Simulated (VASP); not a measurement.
# Cu in VASP: single point with LDA

Aim: the single point of Cu with LDA.

Everything below comes from runs of VASP 6.6.1. Logs are shortened: lines on timing, memory, paths and dates and some standing lists are left out, and cuts for length are marked.

## Step 1: The cell of the first run

The cell holds a slab with vacuum, 12 atoms: a = 2.556 Å, b = 2.556 Å, c = 38.957 Å, α = 90.00°, β = 90.00°, γ = 120.00°.

## Step 2: Single point, LDA

INCAR reads:

```
PREC = Accurate ; ENCUT = 520
EDIFF = 1E-6 ; ISMEAR = 0
SIGMA = 0.05 ; LREAL = F
LASPH = T ; NELM = 100
ALGO = Normal ; ISIF = 2
LWAVE = F ; LCHARG = T
LDIPOL = T ; IDIPOL = 3
DIPOL = 0.5 0.5 0.500 ; GGA = CA
LELF = T ; LVHAR = T
LVACPOTAV = T ; NBANDS = 78
```

KPOINTS reads:

```
regular mesh
0
Gamma
  16 16 1
```

POSCAR reads:

```
Cu
1.0
    2.5560000000      0.0000000000      0.0000000000
   -1.2780000000      2.2135609321      0.0000000000
    0.0000000000      0.0000000000     38.9570000000
Cu
12
Direct
    0.0000000000      0.0000000000      0.2053546218
    0.3333333333      0.6666666667      0.2589265087
    0.6666666667      0.3333333333      0.3124983957
    0.0000000000      0.0000000000      0.3660702826
    0.3333333333      0.6666666667      0.4196421696
    0.6666666667      0.3333333333      0.4732140565
    0.0000000000      0.0000000000      0.5267859435
    0.3333333333      0.6666666667      0.5803578304
    0.6666666667      0.3333333333      0.6339297174
    0.0000000000      0.0000000000      0.6875016043
    0.3333333333      0.6666666667      0.7410734913
    0.6666666667      0.3333333333      0.7946453782
```

Potentials or basis: VASP PAW LDA potentials, release 64 (Cu).

Run with:

```sh
$ cat potpaw_LDA.64/Cu/POTCAR > POTCAR
$ mpirun -np 1 vasp_std > vasp.out
```

OUTCAR:

```text
PREC = Accurate
   ENCUT = 520
   EDIFF = 1E-6
   ISMEAR = 0
   LREAL = F
   LASPH = T
   NELM = 100
   ISIF = 2
   GGA = CA

 ion  position               nearest neighbor table
   1  0.000  0.000  0.205-   2 2.56   2 2.56   2 2.56
   2  0.333  0.667  0.259-   1 2.56   1 2.56   1 2.56   3 2.56   3 2.56   3 2.56
   3  0.667  0.333  0.312-   4 2.56   4 2.56   4 2.56   2 2.56   2 2.56   2 2.56
   4  0.000  0.000  0.366-   3 2.56   3 2.56   3 2.56   5 2.56   5 2.56   5 2.56
   5  0.333  0.667  0.420-   6 2.56   6 2.56   6 2.56   4 2.56   4 2.56   4 2.56
   6  0.667  0.333  0.473-   5 2.56   5 2.56   5 2.56   7 2.56   7 2.56   7 2.56
   7  0.000  0.000  0.527-   8 2.56   8 2.56   8 2.56   6 2.56   6 2.56   6 2.56
   8  0.333  0.667  0.580-   7 2.56   7 2.56   7 2.56   9 2.56   9 2.56   9 2.56
   9  0.667  0.333  0.634-  10 2.56  10 2.56  10 2.56   8 2.56   8 2.56   8 2.56
  10  0.000  0.000  0.688-   9 2.56   9 2.56   9 2.56  11 2.56  11 2.56  11 2.56
  11  0.333  0.667  0.741-  12 2.56  12 2.56  12 2.56  10 2.56  10 2.56  10 2.56
  12  0.667  0.333  0.795-  11 2.56  11 2.56  11 2.56

  LATTYP: Found a hexagonal cell.
 ALAT       =     2.5560000000
 C/A-ratio  =    15.2413928013

  Lattice vectors:

 A1 = (   2.5560000000,   0.0000000000,   0.0000000000)
 A2 = (  -1.2780000000,   2.2135609321,   0.0000000000)
 A3 = (   0.0000000000,   0.0000000000,  38.9570000000)

Analysis of symmetry for initial positions (statically):
=====================================================================
 Subroutine PRICEL returns:
 Original cell was already a primitive cell.

 Routine SETGRP: Setting up the symmetry group for a
 hexagonal supercell.

 Subroutine GETGRP returns: Found 12 space group operations
 (whereof  6 operations were pure point group operations)
 out of a pool of 24 trial point group operations.

The static configuration has the point symmetry C_3v.
 The point group associated with its full space group is D_3d.

Analysis of symmetry for dynamics (positions and initial velocities):
=====================================================================
 Subroutine PRICEL returns:
 Original cell was already a primitive cell.

 Routine SETGRP: Setting up the symmetry group for a
 hexagonal supercell.

 Subroutine GETGRP returns: Found 12 space group operations
 (whereof  6 operations were pure point group operations)
 out of a pool of 24 trial point group operations.

The dynamic configuration has the point symmetry C_3v.
 The point group associated with its full space group is D_3d.

 Subroutine INISYM returns: Found 12 space group operations
 (whereof  6 operations are pure point group operations),
 and found     1 'primitive' translations

----------------------------------------------------------------------------------------

                                     Primitive cell

  volume of cell :     220.4133

  direct lattice vectors                    reciprocal lattice vectors
     2.556000000  0.000000000  0.000000000     0.391236307  0.225880387  0.000000000
    -1.278000000  2.213560932  0.000000000     0.000000000  0.451760774  0.000000000
     0.000000000  0.000000000 38.957000000     0.000000000  0.000000000  0.025669328

  length of vectors
     2.556000000  2.556000000 38.957000000     0.451760774  0.451760774  0.025669328

  position of ions in fractional coordinates (direct lattice)
     0.000000000  0.000000000  0.205354622
     0.333333333  0.666666667  0.258926509
     0.666666667  0.333333333  0.312498396
     0.000000000  0.000000000  0.366070283
     0.333333333  0.666666667  0.419642170
     0.666666667  0.333333333  0.473214056
     0.000000000  0.000000000  0.526785944
     0.333333333  0.666666667  0.580357830
     0.666666667  0.333333333  0.633929717
     0.000000000  0.000000000  0.687501604
     0.333333333  0.666666667  0.741073491
     0.666666667  0.333333333  0.794645378

  ion indices of the primitive-cell ions
   primitive index   ion index
                 1           1
                 2           2
                 3           3
                 4           4
                 5           5
                 6           6
                 7           7
                 8           8
                 9           9
                10          10
                11          11
                12          12

----------------------------------------------------------------------------------------

 KPOINTS: regular mesh

Automatic generation of k-mesh.
 Grid dimensions read from file:
 generate k-points for:   16   16    1

 Generating k-lattice:

  Cartesian coordinates                     Fractional coordinates (reciprocal lattice)
     0.024452269  0.014117524  0.000000000     0.062500000  0.000000000  0.000000000
     0.000000000  0.028235048  0.000000000     0.000000000  0.062500000  0.000000000
     0.000000000  0.000000000  0.025669328     0.000000000  0.000000000  1.000000000

  Length of vectors
     0.028235048  0.028235048  0.025669328

  Shift w.r.t. Gamma in fractional coordinates (k-lattice)
     0.000000000  0.000000000  0.000000000

 Subroutine IBZKPT returns following result:
 ===========================================

 Found     30 irreducible k-points:

 Following reciprocal coordinates:
            Coordinates               Weight
  0.000000  0.000000  0.000000      1.000000
  0.062500  0.000000  0.000000      6.000000
  0.125000  0.000000  0.000000      6.000000
  0.187500  0.000000  0.000000      6.000000
  0.250000  0.000000  0.000000      6.000000
  0.312500  0.000000  0.000000      6.000000
[... 16 lines left out ...]
  0.187500  0.187500  0.000000      6.000000
  0.250000  0.187500  0.000000     12.000000
 [... further k-points ...]
   k-points           NKPTS =     30   k-points in BZ     NKDIM =     30   number of bands    NBANDS=     78
   number of dos      NEDOS =    301   number of ions     NIONS =     12
   total plane-waves  NPLWV = 117600
   dimension x,y,z NGX =    20 NGY =   20 NGZ =  294
   dimension x,y,z NGXF=    40 NGYF=   40 NGZF=  588
   ions per type =              12
   NGX,Y,Z   is equivalent  to a cutoff of  13.01, 13.01, 12.55 a.u.
   NGXF,Y,Z  is equivalent  to a cutoff of  26.02, 26.02, 25.09 a.u.
 SYSTEM =  unknown system
   PREC   = accura    normal or accurate (medium, high low for compatibility)
   ISTART =      0    job   : 0-new  1-cont  2-samecut
   ICHARG =      2    charge: 1-file 2-atom 10-const
   ISPIN  =      1    spin polarized calculation?
   LNONCOLLINEAR =      F non collinear calculations
   LSORBIT =      F    spin-orbit coupling
   LASPH  =      T    aspherical Exc in radial PAW
   ENCUT  =  520.0 eV  38.22 Ry    6.18 a.u.   4.75  4.75 72.43*2*pi/ulx,y,z
   NELM   =    100;   NELMIN=  2; NELMDL= -5     # of ELM steps
   EDIFF  = 0.1E-05   stopping-criterion for ELM
   LREAL  =      F    real-space projection
   EDIFFG = 0.1E-04   stopping-criterion for IOM
   NSW    =      0    number of steps for IOM
   IBRION =     -1    ionic relax: 0-MD 1-quasi-New 2-CG
   NFREE  =      0    steps in history (QN), initial steepest desc. (CG)
   ISIF   =      2    stress and relaxation
   ISYM   =      2    0-nonsym 1-usesym 2-fastsym
   POTIM  = 0.5000    time-step for ionic-motion
   TEBEG  =    0.0;   TEEND  =   0.0 temperature during run
   PSTRESS=    0.0 pullay stress
   NELECT =     132.0000    total number of electrons
   NUPDOWN=      -1.0000    fix difference up-down
   EMIN   =  10.00;   EMAX   =-10.00  energy-range for DOS
   EFERMI =   0.00;   METHOD = LEGACY
   ISMEAR =     0;   SIGMA  =   0.05  broadening in eV -4-tet -1-fermi 0-gaus
   EFERMI_NEDOS =   21; number of points for ismear=-14 and -15
   IALGO  =     38    algorithm
   IMIX   =      4    mixing-type and parameters
     AMIX     =   0.40;   BMIX     =  1.00
     AMIX_MAG =   1.60;   BMIX_MAG =  1.00
  volume/ion in A,a.u.               =      18.37       123.95
  Fermi-wavevector in a.u.,A,eV,Ry     =   1.379919  2.607668 25.907886  1.904176
  Thomas-Fermi vector in A             =   2.504844
   LORBIT       =      0    0 simple, 1 ext, 2 COOP (PROOUT), +10 PAW based schemes
   GGA     = CA    functional components
   LHFCALC =     F    Hartree Fock is set to
   AEXX    =    0.0000 exact exchange contribution
   IVDW    =     0    specifies the selected vdW correction
   LEPSILON=     F    determine dielectric tensor
   LRPA    =     F    only Hartree local field effects (RPA)
 non-spin polarized calculation
 Gauss-broadening in eV      SIGMA  =   0.05
  energy-cutoff  :      520.00
  volume of cell :      220.41
 maximum number of plane-waves:      5977
 NGX is ok and might be reduce to    20
   NGX =  9   NGY =  9   NGZ =145

 number of electron     132.0000003 magnetization

 dipolmoment           0.000000      0.000000     -0.000003 electrons x Angstroem

 Free energy of the ion-electron system (eV)
  ---------------------------------------------------
  ext. energy  EPLUGINS =         0.00000000
  ---------------------------------------------------
  free energy    TOTEN  =       -54.81560005 eV

  energy without entropy =      -54.80983762  energy(sigma->0) =      -54.81271883

 E-fermi :   2.9085     XC(G=0):  -8.9178

 val. band max:        2.8695286371   @ k =   0.4375   0.0625   0.0000
 cond. band min:       2.9126732915   @ k =   0.3125   0.0625   0.0000
 fundamental gap:      0.0431446544
 Fermi energy:         2.9085257589

 k-point     1 :       0.0000    0.0000    0.0000
  band No.  band energies     occupation
      1      -6.3811      2.00000
      2      -6.1996      2.00000
      3      -5.9065      2.00000
      4      -5.5220      2.00000
      5      -5.0280      2.00000
      6      -4.4560      2.00000
[... 70 lines left out ...]
     77       8.1530      0.00000
     78       8.9661      0.00000
[... 1861 lines left out ...]
     77      10.4533      0.00000
     78      10.8608      0.00000

 [... further k-points ...]

------------------------ aborting loop because EDIFF is reached ----------------------------------------

  FORCE on cell =-STRESS in cart. coord.  units (eV):
  Direction    XX          YY          ZZ          XY          YZ          ZX
  --------------------------------------------------------------------------------------
  -------------------------------------------------------------------------------------
  Total      -11.4645160    -11.4645160    -10.3515095     -0.0000000     -0.0000000      0.0000000
  in kB      -83.3351982    -83.3351982    -75.2447894     -0.0000000     -0.0000000      0.0000000
  external PRESSURE =     -80.6383952 kB  Pullay stress =       0.0000000 kB

 VOLUME and BASIS-vectors are now :
 -----------------------------------------------------------------------------
  energy-cutoff  :      520.00
  volume of cell :      220.41
      direct lattice vectors                 reciprocal lattice vectors
     2.556000000  0.000000000  0.000000000     0.391236307  0.225880387  0.000000000
    -1.278000000  2.213560932  0.000000000     0.000000000  0.451760774  0.000000000
     0.000000000  0.000000000 38.957000000     0.000000000  0.000000000  0.025669328

 POSITION                                       TOTAL-FORCE (eV/Angst)
 -----------------------------------------------------------------------------------
      0.00000      0.00000      8.00000        -0.000000     -0.000000      0.486869
     -0.00000      1.47571     10.08700        -0.000000     -0.000000     -0.016721
      1.27800      0.73785     12.17400        -0.000000     -0.000000     -0.018865
      0.00000      0.00000     14.26100        -0.000000     -0.000000     -0.042242
     -0.00000      1.47571     16.34800        -0.000000      0.000000      0.036279
      1.27800      0.73785     18.43500        -0.000000     -0.000000     -0.025963
      0.00000      0.00000     20.52200         0.000000     -0.000000      0.025963
     -0.00000      1.47571     22.60900         0.000000     -0.000000     -0.036279
      1.27800      0.73785     24.69600         0.000000     -0.000000      0.042242
      0.00000      0.00000     26.78300         0.000000      0.000000      0.018865
     -0.00000      1.47571     28.87000        -0.000000     -0.000000      0.016721
      1.27800      0.73785     30.95700         0.000000     -0.000000     -0.486869
 -----------------------------------------------------------------------------------
    total drift:                               -0.000000     -0.000000     -0.000442

  FREE ENERGIE OF THE ION-ELECTRON SYSTEM (eV)
  ---------------------------------------------------
  free  energy   TOTEN  =       -54.8156000518 eV

  energy  without entropy=      -54.8098376167  energy(sigma->0) =      -54.81271883

 vacuum level on the upper side and lower side of the slab         8.053         8.053
```

It took 16 min on 1 thread of AMD EPYC 7R13 (Zen 3), shared host; peak memory 0.44 GiB.

What came out:

```
Free energy            : -54.8156 eV
Largest force          : 0.487 eV/Å
Band gap on the k mesh : zero (bands 66 and 67 overlap by 5.13 eV)
```

Forces on the atoms (eV/Å):
```
Cu   0.000  0.000  0.487
Cu   0.000  0.000 -0.017
Cu   0.000  0.000 -0.019
Cu   0.000  0.000 -0.042
Cu   0.000  0.000  0.036
Cu   0.000  0.000 -0.026
Cu   0.000  0.000  0.026
Cu   0.000  0.000 -0.036
Cu   0.000  0.000  0.042
Cu   0.000  0.000  0.019
Cu   0.000  0.000  0.017
Cu   0.000  0.000 -0.487
```
